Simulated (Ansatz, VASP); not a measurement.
# Two plane-wave programs on W

File INCAR:

```
PREC = Accurate ; ENCUT = 520
EDIFF = 1E-7 ; ISMEAR = 0
SIGMA = 0.15 ; LREAL = F
LASPH = T ; NELM = 80
ALGO = Fast ; ISIF = 2
LWAVE = F ; LCHARG = F
GGA = PE ; NBANDS = 13
```

Contents of KPOINTS:

```
Automatic mesh
0
Gamma
  26 26 26
```

File POSCAR:

```
W
1.0
   -1.6395327021      1.6395327021      1.5917793224
    1.6395327021     -1.6395327021      1.5917793224
    1.6395327021      1.6395327021     -1.5917793224
W
1
Direct
    0.0000000000      0.0000000000      0.0000000000
```

Input for Ansatz:

```yaml
crystal:
  lattice:
    - [-1.6395327021, 1.6395327021, 1.5917793224]
    - [1.6395327021, -1.6395327021, 1.5917793224]
    - [1.6395327021, 1.6395327021, -1.5917793224]
  atoms:
    - { symbol: W, position: [0.0, 0.0, 0.0] }
basis:
  ecutwfc: 420
kpoints:
  mp_grid: { grid: [26, 26, 26] }
hamiltonian:
  xc: pbe
scf:
  occupations: { method: gaussian, width: 0.15 }
output:
  forces: true
  stress: true
  eigenvalues: true
```

Change from the starting cell: strain +0.030 along x and y, +0.000 along z, atoms carried along.

Alike in both runs: task single point; functional PBE; k mesh 26 × 26 × 26; occupations gaussian, width 0.15 eV; no spin polarisation.

|  | VASP | Ansatz |
| --- | --- | --- |
| version | VASP 6.6.1 | Ansatz 0.2.0 |
| potentials or method | VASP PAW PBE potentials, release 64 (W_sv), cutoff 520 eV | scalar-relativistic, plane waves, PAW |
| valence electrons in the cell | 14 | 14 |

Ansatz gave:

```
gap on the k mesh at the Fermi level (eV)                     : none
pressure (GPa)                                                : -15.7
traceless stress, the component that is largest in VASP (GPa) : 5.36
```

What did VASP give for the same quantities?

gap on the k mesh at the Fermi level (eV): none; pressure (GPa): -15.4; traceless stress, the component that is largest in VASP (GPa): 5.36.

A gap of «none» marks a metal or a gap that the smearing closes.

Neither program's run includes spin-orbit coupling.
